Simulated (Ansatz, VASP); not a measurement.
Two plane-wave programs on BN

```xyz
4
Lattice="2.5410 0.0000 0.0000 -1.2705 2.2006 0.0000 0.0000 0.0000 4.2033" Properties=species:S:1:pos:R:3 pbc="T T T"
B     1.2705    0.7335    0.0011
B     0.0000    1.4670    2.1028
N     1.2705    0.7335    1.5751
N     0.0000    1.4670    3.6768
```

Alike in both runs: functional PBEsol; k mesh 12 × 12 × 4; no spin polarisation.

Ansatz relaxed the structure, and its values are those at the end. VASP's run is a single point on that final structure, the one shown.

```csv
,VASP,Ansatz
version,VASP 6.6.1,Ansatz 0.2.0
potentials or method,"VASP PAW PBE potentials, release 64 (B, N)","plane waves, PAW"
plane-wave cutoff (eV),520,420
occupations,"gaussian, width 0.01 eV",fixed
valence electrons in the cell,16,16
```

|  | VASP | Ansatz | Ansatz less VASP |
| --- | --- | --- | --- |
| pressure (GPa) | 0.6 | 0.0 | -0.61 |

VASP's potentials were made for PBE, not for PBEsol.
